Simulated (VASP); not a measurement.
# LuSb3 (P1) in VASP: single point with r2SCAN

Aim: the single point of LuSb3 with r2SCAN.

Program: VASP 6.6.1. These are calculated values, not measurements. Logs are shortened: lines on timing, memory, paths and dates and some standing lists are left out, and cuts for length are marked.

## (1) The cell of the first run

The typed cell holds 4 atoms: a = 4.395 Å, b = 4.268 Å, c = 6.204 Å, α = 70.10°, β = 90.03°, γ = 90.00°.

## (2) Single point, r2SCAN

File POSCAR:

```
LuSb3
1.0
    4.3950038161     -0.0000086189     -0.0055671056
    0.0011110611      4.1762486578      0.8812410846
    0.0042202595      0.8618634200      6.1433726428
Sb Lu
3 1
Direct
   -0.0152714282      0.6133447319      0.4696731749
    0.4841535091      0.0433376104      0.5175272144
    0.4842123365      0.3682182649      1.0343323634
   -0.0158624174      0.9310313928      0.9088372473
```

File INCAR.step1:

```
ALGO = Normal
EDIFF = 1E-4
ENCUT = 520
GGA = PE
ISMEAR = -1
LASPH = True
LCHARG = False
LREAL = False
LWAVE = True
NBANDS = 28
NELM = 100
PREC = Accurate
SIGMA = 0.1
```

File INCAR.step2:

```
ALGO = Normal
EDIFF = 1E-6
ENCUT = 520
ISIF = 2
ISMEAR = -1
ISTART = 1
LASPH = True
LCHARG = False
LMIXTAU = True
LREAL = False
LWAVE = False
METAGGA = R2SCAN
NBANDS = 28
NELM = 100
PREC = Accurate
SIGMA = 0.1
```

File KPOINTS:

```
k-points
0
Gamma
  4 4 4
```

Potentials or basis: VASP PAW PBE potentials, release 64 (Sb, Lu).

Started as:

```bash
$ cat potpaw_PBE.64/Sb/POTCAR potpaw_PBE.64/Lu/POTCAR > POTCAR
$ cp INCAR.step1 INCAR
$ mpirun -np 1 vasp_std > vasp.out
$ cp INCAR.step2 INCAR
$ mpirun -np 1 vasp_std > vasp.out
```

OUTCAR:

```text
EDIFF = 1E-6
   ENCUT = 520
   ISIF = 2
   ISMEAR = -1
   ISTART = 1
   LASPH = True
   LREAL = False
   METAGGA = R2SCAN
   NELM = 100
   PREC = Accurate

 ion  position               nearest neighbor table
   1  0.985  0.613  0.470-   2 2.94   2 2.94   2 3.21   2 3.22   4 3.24   4 3.28   4 3.43
   2  0.484  0.043  0.518-   3 2.84   1 2.94   1 2.94   4 3.19   4 3.19   1 3.21   1 3.22   3 3.51

   3  0.484  0.368  0.034-   2 2.84   4 3.15   4 3.15   4 3.15   4 3.15   2 3.51
   4  0.984  0.931  0.909-   3 3.15   3 3.15   3 3.15   3 3.15   2 3.19   2 3.19   1 3.24   1 3.28
                             1 3.43

  LATTYP: Found a triclinic cell.
 ALAT       =     6.1264681337
 B/A-ratio  =     0.7173802664
 C/A-ratio  =     1.0150934751
 COS(alpha) =     0.0005708027
 COS(beta)  =     0.2419962769
 COS(gamma) =     0.7173780812

  Lattice vectors:

 A1 = (   4.3961148772,   4.1762400389,   0.8756739790)
 A2 = (   4.3950038161,  -0.0000086189,  -0.0055671056)
 A3 = (  -0.0031091984,   3.3143852378,  -5.2621315582)

Analysis of symmetry for initial positions (statically):
=====================================================================
 Subroutine PRICEL returns:
 Original cell was already a primitive cell.

 Routine SETGRP: Setting up the symmetry group for a
 triclinic supercell.

 Subroutine GETGRP returns: Found  1 space group operations
 (whereof  1 operations were pure point group operations)
 out of a pool of  2 trial point group operations.

The static configuration has the point symmetry C_1 .

Analysis of symmetry for dynamics (positions and initial velocities):
=====================================================================
 Subroutine PRICEL returns:
 Original cell was already a primitive cell.

 Routine SETGRP: Setting up the symmetry group for a
 triclinic supercell.

 Subroutine GETGRP returns: Found  1 space group operations
 (whereof  1 operations were pure point group operations)
 out of a pool of  2 trial point group operations.

The dynamic configuration has the point symmetry C_1 .

 Subroutine INISYM returns: Found  1 space group operations
 (whereof  1 operations are pure point group operations),
 and found     1 'primitive' translations

----------------------------------------------------------------------------------------

                                     Primitive cell

  volume of cell :     109.4214

  direct lattice vectors                    reciprocal lattice vectors
     4.395003816 -0.000008619 -0.005567106     0.227530895 -0.000028391 -0.000152322
     0.001111061  4.176248658  0.881241085    -0.000043366  0.246754081 -0.034617489
     0.004220260  0.861863420  6.143372643     0.000212408 -0.035395866  0.167742633

  length of vectors
     4.395007342  4.268212733  6.203535588     0.227530948  0.249170522  0.171436587

  position of ions in fractional coordinates (direct lattice)
     0.984728572  0.613344732  0.469673175
     0.484153509  0.043337610  0.517527214
     0.484212337  0.368218265  0.034332363
     0.984137583  0.931031393  0.908837247

  ion indices of the primitive-cell ions
   primitive index   ion index
                 1           1
                 2           2
                 3           3
                 4           4

----------------------------------------------------------------------------------------

 KPOINTS: k-points

Automatic generation of k-mesh.
 Grid dimensions read from file:
 generate k-points for:    4    4    4

 Generating k-lattice:

  Cartesian coordinates                     Fractional coordinates (reciprocal lattice)
     0.056882724 -0.000007098 -0.000038080     0.250000000  0.000000000  0.000000000
    -0.000010841  0.061688520 -0.008654372     0.000000000  0.250000000  0.000000000
     0.000053102 -0.008848966  0.041935658     0.000000000 -0.000000000  0.250000000

  Length of vectors
     0.056882737  0.062292631  0.042859147

  Shift w.r.t. Gamma in fractional coordinates (k-lattice)
     0.000000000  0.000000000  0.000000000

 Subroutine IBZKPT returns following result:
 ===========================================

 Found     36 irreducible k-points:

 Following reciprocal coordinates:
            Coordinates               Weight
  0.000000  0.000000  0.000000      1.000000
  0.250000  0.000000  0.000000      2.000000
  0.500000  0.000000  0.000000      1.000000
 -0.000000  0.250000  0.000000      2.000000
  0.250000  0.250000  0.000000      2.000000
  0.500000  0.250000 -0.000000      2.000000
[... 16 lines left out ...]
  0.000000 -0.250000  0.250000      2.000000
  0.250000 -0.250000  0.250000      2.000000
 [... further k-points ...]
   k-points           NKPTS =     36   k-points in BZ     NKDIM =     36   number of bands    NBANDS=     28
   number of dos      NEDOS =    301   number of ions     NIONS =      4
   total plane-waves  NPLWV =  55296
   dimension x,y,z NGX =    36 NGY =   32 NGZ =   48
   dimension x,y,z NGXF=    72 NGYF=   64 NGZF=   96
   ions per type =               3   1
   NGX,Y,Z   is equivalent  to a cutoff of  13.62, 12.46, 12.86 a.u.
   NGXF,Y,Z  is equivalent  to a cutoff of  27.23, 24.93, 25.73 a.u.
 SYSTEM =  unknown system
   PREC   = accura    normal or accurate (medium, high low for compatibility)
   ISTART =      1    job   : 0-new  1-cont  2-samecut
   ICHARG =      0    charge: 1-file 2-atom 10-const
   ISPIN  =      1    spin polarized calculation?
   LNONCOLLINEAR =      F non collinear calculations
   LSORBIT =      F    spin-orbit coupling
   LASPH  =      T    aspherical Exc in radial PAW
   ENCUT  =  520.0 eV  38.22 Ry    6.18 a.u.   8.17  7.94 11.53*2*pi/ulx,y,z
   NELM   =    100;   NELMIN=  2; NELMDL=  0     # of ELM steps
   EDIFF  = 0.1E-05   stopping-criterion for ELM
   LREAL  =      F    real-space projection
   EDIFFG = 0.1E-04   stopping-criterion for IOM
   NSW    =      0    number of steps for IOM
   IBRION =     -1    ionic relax: 0-MD 1-quasi-New 2-CG
   NFREE  =      0    steps in history (QN), initial steepest desc. (CG)
   ISIF   =      2    stress and relaxation
   ISYM   =      2    0-nonsym 1-usesym 2-fastsym
   POTIM  = 0.5000    time-step for ionic-motion
   TEBEG  =    0.0;   TEEND  =   0.0 temperature during run
   PSTRESS=    0.0 pullay stress
   NELECT =      40.0000    total number of electrons
   NUPDOWN=      -1.0000    fix difference up-down
   EMIN   =  10.00;   EMAX   =-10.00  energy-range for DOS
   EFERMI =   0.00;   METHOD = LEGACY
   ISMEAR =    -1;   SIGMA  =   0.10  broadening in eV -4-tet -1-fermi 0-gaus
   EFERMI_NEDOS =   21; number of points for ismear=-14 and -15
   IALGO  =     38    algorithm
   IMIX   =      4    mixing-type and parameters
     AMIX     =   0.40;   BMIX     =  1.00
     AMIX_MAG =   1.60;   BMIX_MAG =  1.00
  volume/ion in A,a.u.               =      27.36       184.60
  Fermi-wavevector in a.u.,A,eV,Ry     =   1.170561  2.212040 18.642886  1.370213
  Thomas-Fermi vector in A             =   2.307018
   LORBIT       =      0    0 simple, 1 ext, 2 COOP (PROOUT), +10 PAW based schemes
   METAGGA = R2SCAN    functional components
   LHFCALC =     F    Hartree Fock is set to
   AEXX    =    0.0000 exact exchange contribution
   IVDW    =     0    specifies the selected vdW correction
   LEPSILON=     F    determine dielectric tensor
   LRPA    =     F    only Hartree local field effects (RPA)
 non-spin polarized calculation
  energy-cutoff  :      520.00
  volume of cell :      109.42
 maximum number of plane-waves:      2976
 NGX is ok and might be reduce to    36
   NGX = 17   NGY = 15   NGZ = 23

 number of electron      40.0000001 magnetization

 Free energy of the ion-electron system (eV)
  ---------------------------------------------------
  ext. energy  EPLUGINS =         0.00000000
  ---------------------------------------------------
  free energy    TOTEN  =      -117.20029519 eV

  energy without entropy =     -117.15808972  energy(sigma->0) =     -117.17919245

 E-fermi :   6.6007     XC(G=0): -10.8297

 val. band max:        6.5979305071   @ k =   0.0000  -0.0000   0.5000
 cond. band min:       6.6593619715   @ k =  -0.0000   0.2500   0.0000
 fundamental gap:      0.0614314644
 Fermi energy:         6.6006876340

 k-point     1 :       0.0000    0.0000    0.0000
  band No.  band energies     occupation
      1     -51.6944      2.00000
      2     -21.7482      2.00000
      3     -21.6873      2.00000
      4     -21.6519      2.00000
      5      -6.1965      2.00000
      6      -2.3564      2.00000
[... 20 lines left out ...]
     27      11.0471      0.00000
     28      11.6188      0.00000

 k-point     2 :       0.2500    0.0000    0.0000
  band No.  band energies     occupation
      1     -51.6943      2.00000
      2     -21.7465      2.00000
      3     -21.7005      2.00000
      4     -21.6500      2.00000
      5      -5.7084      2.00000
      6      -2.4391      2.00000
[... 20 lines left out ...]
     27      11.2098      0.00000
     28      11.9752      0.00000

 k-point     3 :       0.5000    0.0000    0.0000
  band No.  band energies     occupation
      1     -51.6941      2.00000
      2     -21.7448      2.00000
      3     -21.7136      2.00000
      4     -21.6480      2.00000
      5      -4.6451      2.00000
      6      -3.7712      2.00000
[... 20 lines left out ...]
     27      11.3575      0.00000
     28      12.6929      0.00000

 k-point     4 :      -0.0000    0.2500    0.0000
  band No.  band energies     occupation
      1     -51.6942      2.00000
      2     -21.7482      2.00000
      3     -21.6847      2.00000
      4     -21.6666      2.00000
      5      -5.6438      2.00000
      6      -2.4602      2.00000
[... 578 lines left out ...]
     27      11.4322      0.00000
     28      11.9792      0.00000

 k-point    23 :       0.0000   -0.2500    0.2500
  band No.  band energies     occupation
      1     -51.6942      2.00000
      2     -21.7487      2.00000
      3     -21.6847      2.00000
      4     -21.6667      2.00000
      5      -5.3675      2.00000
      6      -3.1387      2.00000
[... 20 lines left out ...]
     27      11.2577      0.00000
     28      11.6697      0.00000

 k-point    24 :       0.2500   -0.2500    0.2500
  band No.  band energies     occupation
      1     -51.6941      2.00000
      2     -21.7469      2.00000
      3     -21.6977      2.00000
      4     -21.6647      2.00000
      5      -4.9133      2.00000
      6      -2.9409      2.00000
[... 20 lines left out ...]
     27      11.5342      0.00000
     28      11.8786      0.00000

 [... further k-points ...]

------------------------ aborting loop because EDIFF is reached ----------------------------------------

  FORCE on cell =-STRESS in cart. coord.  units (eV):
  Direction    XX          YY          ZZ          XY          YZ          ZX
  --------------------------------------------------------------------------------------
  -------------------------------------------------------------------------------------
  Total        0.1561061      0.1231468      0.1588728     -0.0046866     -0.0268420     -0.0049344
  in kB        2.2857478      1.8031485      2.3262590     -0.0686231     -0.3930283     -0.0722504
  external PRESSURE =       2.1383851 kB  Pullay stress =       0.0000000 kB

 VOLUME and BASIS-vectors are now :
 -----------------------------------------------------------------------------
  energy-cutoff  :      520.00
  volume of cell :      109.42
      direct lattice vectors                 reciprocal lattice vectors
     4.395003816 -0.000008619 -0.005567106     0.227530895 -0.000028391 -0.000152322
     0.001111061  4.176248658  0.881241085    -0.000043366  0.246754081 -0.034617489
     0.004220260  0.861863420  6.143372643     0.000212408 -0.035395866  0.167742633

 POSITION                                       TOTAL-FORCE (eV/Angst)
 -----------------------------------------------------------------------------------
      4.33055      2.96627      3.42040         0.002092     -0.018078     -0.010854
      2.13009      0.62702      3.21486         0.003583      0.008811      0.016228
      2.12867      1.56736      0.53271         0.002327      0.005081     -0.017205
      4.33016      4.67150      6.39831        -0.008003      0.004186      0.011831
 -----------------------------------------------------------------------------------
    total drift:                               -0.011189      0.008626      0.013384

  FREE ENERGIE OF THE ION-ELECTRON SYSTEM (eV)
  ---------------------------------------------------
  free  energy   TOTEN  =      -117.2002951930 eV

  energy  without entropy=     -117.1580897155  energy(sigma->0) =     -117.17919245
```

It took 5.5 min on 1 thread of Intel Xeon Platinum 8259CL at 2.50GHz (Skylake/Cascade Lake), shared host; peak memory 0.31 GiB.

Results:

```
Free energy            : -117.2003 eV
Pressure               : 0.2 GPa
Largest force          : 0.021 eV/Å
Band gap on the k mesh : zero (bands 20 and 21 overlap by 0.48 eV)
```

Forces in eV/Å, atoms in the order of the input:
```
Sb   0.002 -0.018 -0.011
Sb   0.004  0.009  0.016
Sb   0.002  0.005 -0.017
Lu  -0.008  0.004  0.012
```

Levels at points of the mesh, in eV from the Fermi level:
| k point | band 17 | band 18 | band 19 | band 20 | band 21 | band 22 | band 23 | band 24 |
| --- | --- | --- | --- | --- | --- | --- | --- | --- |
| (0.00, 0.00, 0.00) | -3.17 | -0.98 | -0.25 | -0.24 | 1.25 | 2.14 | 2.42 | 2.77 |
| (0.50, 0.00, 0.00) | -2.33 | -1.33 | -1.29 | -1.11 | 0.10 | 0.41 | 3.41 | 3.48 |
| (0.00, 0.50, 0.00) | -1.99 | -1.83 | -1.78 | -0.45 | -0.17 | 0.09 | 1.99 | 3.53 |
| (0.50, 0.50, 0.00) | -2.99 | -2.53 | -2.09 | -1.72 | 0.77 | 2.25 | 3.52 | 4.03 |
| (0.00, 0.00, 0.50) | -2.66 | -1.14 | -0.57 | 0.00 | 0.10 | 1.94 | 2.60 | 2.68 |
| (0.50, 0.00, 0.50) | -1.42 | -1.42 | -0.92 | -0.42 | 0.44 | 1.10 | 1.36 | 2.75 |
| (0.00, 0.50, 0.50) | -2.34 | -1.61 | -0.82 | -0.51 | -0.37 | 0.21 | 2.64 | 3.30 |
| (0.50, 0.50, 0.50) | -3.90 | -2.64 | -1.78 | -1.44 | 1.79 | 2.23 | 3.47 | 3.80 |

Caveat: the k points lie up to 0.39 Å⁻¹ apart; the PAW data sets were made with another functional, which shifts forces and pressure a little; spin-orbit coupling is left out, which moves the levels of the heavy elements.
